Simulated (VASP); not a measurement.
# RePd2 (Cmcm) in VASP: single point with r2SCAN

Aim: the single point of RePd2 with r2SCAN.

All numbers are computed with VASP 6.6.1; they aren't measurements. Logs are shortened: lines on timing, memory, paths and dates and some standing lists are left out, and cuts for length are marked.

## Step 1: The cell of the first run

The structure is orthorhombic, space group Cmcm (No. 63). Conventional cell: a = 8.046 Å, b = 4.582 Å, c = 4.542 Å, α = 90.00°, β = 90.00°, γ = 90.00°. Within 3.5 Å of Re (site symmetry m2m) lie 10 Pd at 2.65 to 2.68 Å and 4 Re at 3.04 to 3.43 Å. Within 3.5 Å of Pd (site symmetry m) lie 9 Pd at 2.65 to 3.43 Å and 5 Re at 2.65 to 2.68 Å.

## Step 2: Single point, r2SCAN

Input file POSCAR:

```
RePd2
1.0
    0.0000000000      4.5816123900      0.0000000000
    4.0229143900     -2.2908061900      0.0000000000
    0.0000000000      0.0000000000     -4.5423555800
Re Pd
2 4
Direct
    0.2200000000      0.0000000000      0.7500000000
    0.7800000000      0.0000000000      0.2500000000
    0.8870000000      0.3340000000      0.7500000000
    0.1130000000      0.6660000000      0.2500000000
    0.4470000000      0.3340000000      0.2500000000
    0.5530000000      0.6660000000      0.7500000000
```

Input file INCAR.step1:

```
PREC     = Accurate       # precision mode
ENCUT    = 520            # plane-wave cutoff, eV
ISMEAR   = -5             # smearing method
SIGMA    = 0.1            # smearing width, eV
LREAL    = False          # projectors in reciprocal space
LASPH    = True           # aspherical terms in the spheres
NELM     = 100            # most SCF steps
LMAXMIX  = 4              # l up to which the mixer works
GGA      = PE             # functional
ALGO     = Normal         # electronic algorithm
EDIFF    = 1E-4           # SCF threshold, eV
LWAVE    = True           # write WAVECAR
LCHARG   = False          # write CHGCAR
```

Input file INCAR.step2:

```
PREC     = Accurate       # precision mode
ENCUT    = 520            # plane-wave cutoff, eV
EDIFF    = 1E-6           # SCF threshold, eV
ISMEAR   = -5             # smearing method
SIGMA    = 0.1            # smearing width, eV
LREAL    = False          # projectors in reciprocal space
LASPH    = True           # aspherical terms in the spheres
NELM     = 100            # most SCF steps
ALGO     = Normal         # electronic algorithm
ISIF     = 2              # what is computed and relaxed
LWAVE    = False          # write WAVECAR
LCHARG   = False          # write CHGCAR
LMAXMIX  = 4              # l up to which the mixer works
METAGGA  = R2SCAN         # meta-GGA
LMIXTAU  = True         
LORBIT   = 11             # projections on sites
ISTART   = 1
```

Input file KPOINTS:

```
regular mesh
0
Gamma
  7 7 6
```

Potentials or basis: VASP PAW PBE potentials, release 64 (Re, Pd).

The run is started by

```console
$ cat potpaw_PBE.64/Re/POTCAR potpaw_PBE.64/Pd/POTCAR > POTCAR
$ cp INCAR.step1 INCAR
$ mpirun -np 1 vasp_std > vasp.out
$ cp INCAR.step2 INCAR
$ mpirun -np 1 vasp_std > vasp.out
```

OUTCAR:

```text
PREC = Accurate
   ENCUT = 520
   EDIFF = 1E-6
   ISMEAR = -5
   LREAL = False
   LASPH = True
   NELM = 100
   ISIF = 2
   METAGGA = R2SCAN
   LORBIT = 11
   ISTART = 1

 ion  position               nearest neighbor table
   1  0.220  0.000  0.750-   4 2.65   4 2.65   5 2.65   5 2.65   3 2.66   6 2.66   3 2.66   6 2.66
                             3 2.68   6 2.68   2 3.04   2 3.04   2 3.43   2 3.43
   2  0.780  0.000  0.250-   3 2.65   3 2.65   6 2.65   6 2.65   5 2.66   4 2.66   5 2.66   4 2.66
                             5 2.68   4 2.68   1 3.04   1 3.04   1 3.43   1 3.43
   3  0.887  0.334  0.750-   4 2.65   4 2.65   6 2.65   6 2.65   2 2.65   2 2.65   1 2.66   1 2.66
                             1 2.68   6 2.69   5 3.04   5 3.04   5 3.43   5 3.43
   4  0.113  0.666  0.250-   3 2.65   3 2.65   5 2.65   5 2.65   1 2.65   1 2.65   2 2.66   2 2.66
                             2 2.68   5 2.69   6 3.04   6 3.04   6 3.43   6 3.43
   5  0.447  0.334  0.250-   6 2.65   6 2.65   4 2.65   4 2.65   1 2.65   1 2.65   2 2.66   2 2.66
                             2 2.68   4 2.69   3 3.04   3 3.04   3 3.43   3 3.43
   6  0.553  0.666  0.750-   5 2.65   5 2.65   3 2.65   3 2.65   2 2.65   2 2.65   1 2.66   1 2.66
                             1 2.68   3 2.69   4 3.04   4 3.04   4 3.43   4 3.43

  LATTYP: Found a base centered orthorhombic cell.
 ALAT       =     4.5816123900
 B/A-ratio  =     1.7561129347
 C/A-ratio  =     0.9914316606

  Lattice vectors:

 A1 = (  -4.0229143900,   2.2908061900,   0.0000000000)
 A2 = (   4.0229143900,   2.2908062000,   0.0000000000)
 A3 = (   0.0000000000,   0.0000000000,  -4.5423555800)

Analysis of symmetry for initial positions (statically):
=====================================================================
 Subroutine PRICEL returns:
 Original cell was already a primitive cell.

 Routine SETGRP: Setting up the symmetry group for a
 base centered orthorhombic supercell.

 Subroutine GETGRP returns: Found  8 space group operations
 (whereof  4 operations were pure point group operations)
 out of a pool of  8 trial point group operations.

The static configuration has the point symmetry C_2h.
 The point group associated with its full space group is D_2h.

Analysis of symmetry for dynamics (positions and initial velocities):
=====================================================================
 Subroutine PRICEL returns:
 Original cell was already a primitive cell.

 Routine SETGRP: Setting up the symmetry group for a
 base centered orthorhombic supercell.

 Subroutine GETGRP returns: Found  8 space group operations
 (whereof  4 operations were pure point group operations)
 out of a pool of  8 trial point group operations.

The dynamic configuration has the point symmetry C_2h.
 The point group associated with its full space group is D_2h.

[... 129 lines left out ...]
  volume/ion in A,a.u.               =      13.95        94.16
  Fermi-wavevector in a.u.,A,eV,Ry     =   1.414466  2.672954 27.221386  2.000715
  Thomas-Fermi vector in A             =   2.536006
   LORBIT       =     11    0 simple, 1 ext, 2 COOP (PROOUT), +10 PAW based schemes
   METAGGA = R2SCAN    functional components
   LHFCALC =     F    Hartree Fock is set to
   AEXX    =    0.0000 exact exchange contribution
   IVDW    =     0    specifies the selected vdW correction
   LEPSILON=     F    determine dielectric tensor
   LRPA    =     F    only Hartree local field effects (RPA)
 non-spin polarized calculation
 Fermi weights with tetrahedron method with Bloechl corrections
  energy-cutoff  :      520.00
  volume of cell :       83.72
 maximum number of plane-waves:      2284
 NGX is ok and might be reduce to    36
   NGX = 17   NGY = 17   NGZ = 17

 number of electron      53.9999995 magnetization

 Free energy of the ion-electron system (eV)
  ---------------------------------------------------
  ext. energy  EPLUGINS =         0.00000000
  ---------------------------------------------------
  free energy    TOTEN  =      -194.85559316 eV

  energy without entropy =     -194.85559316  energy(sigma->0) =     -194.85559316

 E-fermi :  10.6739     XC(G=0): -14.9331

 val. band max:       10.8274349793   @ k =   0.4286  -0.0000   0.5000
 cond. band min:      10.6332460975   @ k =   0.2857   0.1429   0.3333
 fundamental gap:     -0.1941888819
 Fermi energy:        10.6739054494

 k-point     1 :       0.0000    0.0000    0.0000
  band No.  band energies     occupation
      1       1.0431      2.00000
      2       3.3356      2.00000
      3       4.6574      2.00000
      4       4.6960      2.00000
      5       5.3360      2.00000
      6       5.4294      2.00000
[... 829 lines left out ...]
     31      11.5923      0.00000
     32      11.7384      0.00000

 [... further k-points ...]

------------------------ aborting loop because EDIFF is reached ----------------------------------------

  FORCE on cell =-STRESS in cart. coord.  units (eV):
  Direction    XX          YY          ZZ          XY          YZ          ZX
  --------------------------------------------------------------------------------------
  -------------------------------------------------------------------------------------
  Total        9.8181168      7.7993047      6.7346661      0.0000000     -0.0000000      0.0000000
  in kB      187.8877709    149.2540787    128.8802547      0.0000002     -0.0000000      0.0000000
  external PRESSURE =     155.3407014 kB  Pullay stress =       0.0000000 kB

 VOLUME and BASIS-vectors are now :
 -----------------------------------------------------------------------------
  energy-cutoff  :      520.00
  volume of cell :       83.72
      direct lattice vectors                 reciprocal lattice vectors
     0.000000000  4.581612390  0.000000000     0.124288004  0.218263772  0.000000000
     4.022914390 -2.290806190  0.000000000     0.248576008  0.000000000  0.000000000
     0.000000000  0.000000000 -4.542355580     0.000000000  0.000000000 -0.220150092

 POSITION                                       TOTAL-FORCE (eV/Angst)
 -----------------------------------------------------------------------------------
      0.00000      1.00795     -3.40677         0.000000     -1.313687     -0.000000
      0.00000      3.57366     -1.13559         0.000000      1.313687     -0.000000
      1.34365      3.29876     -3.40677        -0.150553     -0.461308     -0.000000
      2.67926     -1.00795     -1.13559         0.150553      0.461308      0.000000
      1.34365      1.28285     -1.13559        -0.150553      0.461308      0.000000
      2.67926      1.00795     -3.40677         0.150553     -0.461308     -0.000000
 -----------------------------------------------------------------------------------
    total drift:                                0.000000      0.000000     -0.000000

  FREE ENERGIE OF THE ION-ELECTRON SYSTEM (eV)
  ---------------------------------------------------
  free  energy   TOTEN  =      -194.8555931639 eV

  energy  without entropy=     -194.8555931639  energy(sigma->0) =     -194.85559316

 total charge

# of ion       s       p       d       tot
------------------------------------------
    1        0.565   0.576   4.652   5.793
    2        0.565   0.576   4.652   5.793
    3        0.634   0.705   8.517   9.857
    4        0.634   0.705   8.517   9.857
    5        0.634   0.705   8.517   9.857
    6        0.634   0.705   8.517   9.857
--------------------------------------------------
tot          3.667   3.973  43.373  51.013
```

OSZICAR.step1:

```text
N       E                     dE             d eps       ncg     rms          rms(c)
DAV:   1     0.302856572578E+03    0.30286E+03   -0.27625E+04  8000   0.191E+03
DAV:   2    -0.283479312436E+02   -0.33120E+03   -0.31874E+03  6504   0.475E+02
DAV:   3    -0.464492195204E+02   -0.18101E+02   -0.17744E+02  7952   0.115E+02
DAV:   4    -0.470811284984E+02   -0.63191E+00   -0.62226E+00  6392   0.148E+01
DAV:   5    -0.471808917398E+02   -0.99763E-01   -0.98588E-01  6480   0.676E+00    0.418E+01
DAV:   6    -0.443887994904E+02    0.27921E+01   -0.65724E+00  8088   0.388E+01    0.148E+01
DAV:   7    -0.439743689665E+02    0.41443E+00   -0.18791E+00  6016   0.104E+01    0.498E+00
DAV:   8    -0.439045703648E+02    0.69799E-01   -0.41401E-01  7936   0.128E+01    0.235E+00
DAV:   9    -0.438823901871E+02    0.22180E-01   -0.50975E-02  7688   0.411E+00    0.158E-01
DAV:  10    -0.438821890569E+02    0.20113E-03   -0.34079E-03  5680   0.384E-01    0.112E-01
DAV:  11    -0.438822384361E+02   -0.49379E-04   -0.12059E-04  3096   0.210E-01
   1 F= -.43882238E+02 E0= -.43882238E+02  d E =0.000000E+00
```

Run time: 7.5 min. Hardware: 1 thread of AMD EPYC 9R45 (Zen 5), shared host; peak memory 0.29 GiB.

What came out:

| Property | Result |
| --- | --- |
| Free energy | -194.8556 eV |
| Pressure | 15.5 GPa |
| Largest force | 1.314 eV/Å |
| Band gap on the k mesh | zero (bands 27 and 28 overlap by 1.30 eV) |
| Valence electrons inside the program's atomic spheres | Re 5.79; Pd 9.86 |

Forces in eV/Å, atoms in the order of the input:
```
Re   0.000 -1.314  0.000
Re   0.000  1.314  0.000
Pd  -0.151 -0.461  0.000
Pd   0.151  0.461  0.000
Pd  -0.151  0.461  0.000
Pd   0.151 -0.461  0.000
```

Stress tensor (GPa, compression positive):
```
18.79  0.00  0.00
 0.00 14.93  0.00
 0.00  0.00 12.89
```

Caveat: the cell stands under pressure; the PAW data sets were made with another functional, which shifts forces and pressure a little; spin-orbit coupling is left out, which moves the levels of the heavy elements; tetrahedron occupations give inexact forces and stress in metals.
